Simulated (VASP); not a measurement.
# TiSe2 (P-3m1) in VASP: notebook

TiSe2 is run at these levels: PBE+D3(BJ); tasks: single point, relaxation of cell and atoms.

All numbers are computed with VASP 6.6.1; they aren't measurements. Logs are shortened: lines on timing, memory, paths and dates and some standing lists are left out, and cuts for length are marked.

## 1. The cell of the first run

Symmetry: P-3m1, No. 164, trigonal system. The conventional cell has a = 3.480 Å, b = 3.480 Å, c = 5.869 Å, α = 90.00°, β = 90.00°, γ = 120.00°. Ti (site symmetry -3m) has 6 Se at 2.54 Å within 3.4 Å. Within 3.4 Å of Se (site symmetry 3m) lie 3 Ti at 2.54 Å.

## 2. Single point, PBE+D3(BJ)

The input, INCAR:

```
SYSTEM = TiSe2
PREC = Accurate ; ENCUT = 500
EDIFF = 1E-6 ; ISMEAR = 0
SIGMA = 0.1 ; LREAL = .False.
LASPH = .True. ; NELM = 120
ALGO = Normal ; ISIF = 2
LWAVE = .False. ; LCHARG = .False.
GGA = PE ; IVDW = 12
NBANDS = 19 ; GGA_COMPAT = .False.
```

The input, KPOINTS:

```
regular mesh
0
Gamma
  15 15 8
  0 0 0
```

The input, POSCAR:

```
TiSe2
1.0
    3.4801456664     -0.0000002825      0.0000000000
   -1.7400725886      3.0138946972      0.0000000000
    0.0000000000      0.0000000000      5.8690955771
Ti Se
1 2
Direct
    0.0000000000      0.0000000000      0.0000000000
    0.3333333333      0.6666666667      0.2649470111
    0.6666666667      0.3333333333      0.7350529889
```

Potentials or basis: VASP PAW PBE potentials, release 64 (Ti_sv, Se).

Command:

```sh
> cat potpaw_PBE.64/Ti_sv/POTCAR potpaw_PBE.64/Se/POTCAR > POTCAR
> mpirun -np 1 vasp_std > vasp.out
```

OUTCAR:

```text
SYSTEM = TiSe2
   PREC = Accurate
   ENCUT = 500
   EDIFF = 1E-6
   ISMEAR = 0
   LREAL = .False.
   LASPH = .True.
   NELM = 120
   ISIF = 2
   GGA = PE
   IVDW = 12
 IVDW          = 12

 ion  position               nearest neighbor table
   1  0.000  0.000  0.000-   2 2.54   3 2.54   3 2.54   2 2.54   3 2.54   2 2.54
   2  0.333  0.667  0.265-   1 2.54   1 2.54   1 2.54
   3  0.667  0.333  0.735-   1 2.54   1 2.54   1 2.54

  LATTYP: Found a hexagonal cell.
 ALAT       =     3.4801456664
 C/A-ratio  =     1.6864511258

  Lattice vectors:

 A1 = (   3.4801456664,  -0.0000002825,   0.0000000000)
 A2 = (  -1.7400725886,   3.0138946972,   0.0000000000)
 A3 = (   0.0000000000,   0.0000000000,   5.8690955771)

Analysis of symmetry for initial positions (statically):
=====================================================================
 Subroutine PRICEL returns:
 Original cell was already a primitive cell.

 Routine SETGRP: Setting up the symmetry group for a
 hexagonal supercell.

 Subroutine GETGRP returns: Found 12 space group operations
 (whereof 12 operations were pure point group operations)
 out of a pool of 24 trial point group operations.

The static configuration has the point symmetry D_3d.

Analysis of symmetry for dynamics (positions and initial velocities):
=====================================================================
 Subroutine PRICEL returns:
 Original cell was already a primitive cell.

 Routine SETGRP: Setting up the symmetry group for a
 hexagonal supercell.

 Subroutine GETGRP returns: Found 12 space group operations
 (whereof 12 operations were pure point group operations)
 out of a pool of 24 trial point group operations.

The dynamic configuration has the point symmetry D_3d.

 Subroutine INISYM returns: Found 12 space group operations
 (whereof 12 operations are pure point group operations),
 and found     1 'primitive' translations

----------------------------------------------------------------------------------------

                                     Primitive cell

  volume of cell :      61.5597

  direct lattice vectors                    reciprocal lattice vectors
     3.480145666 -0.000000282  0.000000000     0.287344308  0.165898282  0.000000000
    -1.740072589  3.013894697  0.000000000     0.000000027  0.331796611  0.000000000
     0.000000000  0.000000000  5.869095577     0.000000000  0.000000000  0.170384003

  length of vectors
     3.480145666  3.480145666  5.869095577     0.331796611  0.331796611  0.170384003

[... 83 lines left out ...]
   LREAL  =      F    real-space projection
   EDIFFG = 0.1E-04   stopping-criterion for IOM
   NSW    =      0    number of steps for IOM
   IBRION =     -1    ionic relax: 0-MD 1-quasi-New 2-CG
   NFREE  =      0    steps in history (QN), initial steepest desc. (CG)
   ISIF   =      2    stress and relaxation
   ISYM   =      2    0-nonsym 1-usesym 2-fastsym
   POTIM  = 0.5000    time-step for ionic-motion
   TEBEG  =    0.0;   TEEND  =   0.0 temperature during run
   PSTRESS=    0.0 pullay stress
   NELECT =      24.0000    total number of electrons
   NUPDOWN=      -1.0000    fix difference up-down
   EMIN   =  10.00;   EMAX   =-10.00  energy-range for DOS
   EFERMI =   0.00;   METHOD = LEGACY
   ISMEAR =     0;   SIGMA  =   0.10  broadening in eV -4-tet -1-fermi 0-gaus
   EFERMI_NEDOS =   21; number of points for ismear=-14 and -15
   IALGO  =     38    algorithm
   IMIX   =      4    mixing-type and parameters
     AMIX     =   0.40;   BMIX     =  1.00
     AMIX_MAG =   1.60;   BMIX_MAG =  1.00
  volume/ion in A,a.u.               =      20.52       138.48
  Fermi-wavevector in a.u.,A,eV,Ry     =   1.195950  2.260018 19.460364  1.430296
  Thomas-Fermi vector in A             =   2.331903
   LORBIT       =      0    0 simple, 1 ext, 2 COOP (PROOUT), +10 PAW based schemes
   GGA     = PE    functional components
   LHFCALC =     F    Hartree Fock is set to
   AEXX    =    0.0000 exact exchange contribution
   IVDW    =    12    specifies the selected vdW correction
   LEPSILON=     F    determine dielectric tensor
   LRPA    =     F    only Hartree local field effects (RPA)
 non-spin polarized calculation
 Gauss-broadening in eV      SIGMA  =   0.10
  energy-cutoff  :      500.00
  volume of cell :       61.56
 maximum number of plane-waves:      1587
 NGX is ok and might be reduce to    28
   NGX = 13   NGY = 13   NGZ = 21

 number of electron      24.0000001 magnetization

 Free energy of the ion-electron system (eV)
  ---------------------------------------------------
  ext. energy  EPLUGINS =         0.00000000
  ---------------------------------------------------
  free energy    TOTEN  =       -18.12362146 eV

  energy without entropy =      -18.11919371  energy(sigma->0) =      -18.12140758

 E-fermi :   5.3735     XC(G=0): -10.3010

 val. band max:        5.3647788107   @ k =  -0.0000   0.3333   0.3750
 cond. band min:       5.3804996180   @ k =   0.4667   0.0667   0.5000
 fundamental gap:      0.0157208073
 Fermi energy:         5.3734987287

 k-point     1 :       0.0000    0.0000    0.0000
  band No.  band energies     occupation
      1     -52.1387      2.00000
      2     -28.3715      2.00000
      3     -28.3573      2.00000
      4     -28.3573      2.00000
      5      -8.8252      2.00000
      6      -7.2187      2.00000
[... 505 lines left out ...]
      6      -6.8900      2.00000
[... 11 lines left out ...]
     18      11.4473      0.00000
     19      13.7000      0.00000

 [... further k-points ...]

------------------------ aborting loop because EDIFF is reached ----------------------------------------

 Edisp (eV)   -1.35163

 E8    (eV) :    -0.5863

  FORCE on cell =-STRESS in cart. coord.  units (eV):
  Direction    XX          YY          ZZ          XY          YZ          ZX
  --------------------------------------------------------------------------------------
  -------------------------------------------------------------------------------------
  Total       0.03891     0.03891     0.03166    -0.00000    -0.00000    -0.00000
  in kB       1.01259     1.01259     0.82395    -0.00000    -0.00000    -0.00000
  external pressure =        0.95 kB  Pullay stress =        0.00 kB

 VOLUME and BASIS-vectors are now :
 -----------------------------------------------------------------------------
  energy-cutoff  :      500.00
  volume of cell :       61.56
      direct lattice vectors                 reciprocal lattice vectors
     3.480145666 -0.000000282  0.000000000     0.287344308  0.165898282  0.000000000
    -1.740072589  3.013894697  0.000000000     0.000000027  0.331796611  0.000000000
     0.000000000  0.000000000  5.869095577     0.000000000  0.000000000  0.170384003

 POSITION                                       TOTAL-FORCE (eV/Angst)
 -----------------------------------------------------------------------------------
      0.00000      0.00000      0.00000        -0.000000     -0.000000      0.000000
      0.00000      2.00926      1.55500        -0.000000      0.000000      0.007346
      1.74007      1.00463      4.31410         0.000000     -0.000000     -0.007346
 -----------------------------------------------------------------------------------
    total drift:                               -0.000000     -0.000000      0.000000

  FREE ENERGIE OF THE ION-ELECTRON SYSTEM (eV)
  ---------------------------------------------------
  free  energy   TOTEN  =       -19.4752563001 eV

  energy  without entropy=      -19.4708285580  energy(sigma->0) =      -19.47304243
```

stdout:

```text
POSCAR found type information on POSCAR TiSe
 POSCAR found :  2 types and       3 ions
 scaLAPACK will be used
 LDA part: xc-table for (Slater+PW92), standard interpolation
 POSCAR, INCAR and KPOINTS ok, starting setup
 FFT: planning ... GRIDC
 FFT: planning ... GRID_SOFT
 FFT: planning ... GRID
 WAVECAR not read
 entering main loop
```

Wall time 1.8 min (1 thread of Intel Xeon 6975P-C (Granite Rapids), shared host); peak memory 0.35 GiB.

What came out:

```
Free energy                : -19.4753 eV
Pressure                   : 0.1 GPa
Largest force              : 0.007 eV/Å
Band gap on the k mesh     : zero (band 12 reaches 5.90 eV, above the bottom of band 13 at 5.15 eV)
Dispersion energy per atom : -0.451 eV
```

Forces on the atoms (eV/Å):
```
Ti   0.000  0.000  0.000
Se   0.000  0.000  0.007
Se   0.000  0.000 -0.007
```

Caveat: pairwise dispersion overbinds metals, which lowers pressure and volume.

## 3. Relaxation of cell and atoms, PBE+D3(BJ)

This run uses another cell than the first one, of 23.18 Å³/atom, 1.130 times its volume.

The input, INCAR:

```
PREC = Accurate ; ENCUT = 500
EDIFF = 1E-7 ; ISMEAR = 0
SIGMA = 0.1 ; LREAL = False
LASPH = True ; NELM = 120
ALGO = Normal ; ISIF = 3
LWAVE = False ; LCHARG = False
GGA = PE ; IVDW = 12
IBRION = 2 ; NSW = 70
EDIFFG = -0.02 ; GGA_COMPAT = False
NELMIN = 4
```

The input, KPOINTS:

```
regular mesh
0
Gamma
  15 15 8
```

The input, POSCAR:

```
TiSe2
1.0
    3.5565670000      0.0000000000      0.0000000000
   -1.7782830000      3.0800770000      0.0000000000
    0.0000000000      0.0000000000      6.3476260000
Ti Se
1 2
Direct
    0.0000000000      0.0000000000      0.0000000000
    0.3333330000      0.6666670000      0.2399280000
    0.6666670000      0.3333330000      0.7600720000
```

Potentials or basis: VASP PAW PBE potentials, release 64 (Ti_sv, Se).

Command:

```sh
> cat potpaw_PBE.64/Ti_sv/POTCAR potpaw_PBE.64/Se/POTCAR > POTCAR
> mpirun -np 1 vasp_std > vasp.out
```

Wall time 17 min (1 thread of Intel Xeon 6975P-C (Granite Rapids), shared host); peak memory 0.37 GiB.

It converged, with:

- Free energy: -19.4764 eV
- Relaxed volume: 20.53 Å³/atom
- Relaxed cell: a = 3.481 Å, b = 3.481 Å, c = 5.869 Å, α = 90.00°, β = 90.00°, γ = 120.00°
- Space group after relaxing (to 0.05 Å): P-3m1 (No. 164)
- Energy gained by relaxing: 28.5 meV/atom
- Ionic steps: 13
- Pressure after relaxing: 0.0 GPa
- Largest force after relaxing: 0.012 eV/Å
- Band gap on the k mesh: zero (band 12 reaches 5.89 eV, above the bottom of band 13 at 5.14 eV)
- Dispersion energy per atom: -0.450 eV

Forces in eV/Å, atoms in the order of the input:
```
Ti   0.000  0.000  0.000
Se   0.000  0.000 -0.012
Se   0.000  0.000  0.012
```

The path:
| step | energy change (eV) | largest force (eV/Å) | pressure (GPa) | volume (Å³) |
| --- | --- | --- | --- | --- |
| 1 | 0.0000 | 0.1897 | -2.01 | 69.54 |
| 2 | -0.0207 | 0.5100 | 0.84 | 66.65 |
| 3 | -0.0209 | 0.4855 | 0.62 | 66.85 |
| 4 | -0.0394 | 0.2451 | 0.15 | 65.99 |
| 5 | -0.0425 | 0.1002 | -0.13 | 65.48 |
| 6 | -0.0522 | 0.0789 | -0.29 | 65.03 |
| 7 | -0.0748 | 0.0118 | -0.66 | 63.63 |
| 8 | -0.0681 | 0.2025 | -0.53 | 60.74 |
| 9 | -0.0834 | 0.0049 | -0.59 | 62.67 |
| 10 | -0.0845 | 0.0432 | -0.62 | 62.17 |
| 11 | -0.0752 | 0.2355 | 2.19 | 60.04 |
| 12 | -0.0852 | 0.0176 | -0.03 | 61.70 |
| 13 | -0.0855 | 0.0121 | -0.01 | 61.60 |

Final structure:
```cif
data_structure
_symmetry_space_group_name_H-M 'P 1'
_symmetry_Int_Tables_number 1
_cell_length_a 3.4813
_cell_length_b 3.4813
_cell_length_c 5.8694
_cell_angle_alpha 90.000
_cell_angle_beta 90.000
_cell_angle_gamma 120.000
_cell_volume 61.60
loop_
_atom_site_label
_atom_site_type_symbol
_atom_site_fract_x
_atom_site_fract_y
_atom_site_fract_z
_atom_site_occupancy
Ti1 Ti 0.00000 0.00000 0.00000 1
Se1 Se 0.33333 0.66667 0.26514 1
Se2 Se 0.66667 0.33333 0.73486 1
```

Levels at points of the mesh, in eV from the Fermi level:
```
           k point  band 9  band 10  band 11  band 12  band 13  band 14  band 15  band 16
(0.00, 0.00, 0.00)   -2.22     0.37     0.53     0.53     0.58     0.63     0.63     3.30
(0.00, 0.00, 0.50)   -2.14    -2.14     0.31     0.31     0.51     0.51     1.28     3.75
```
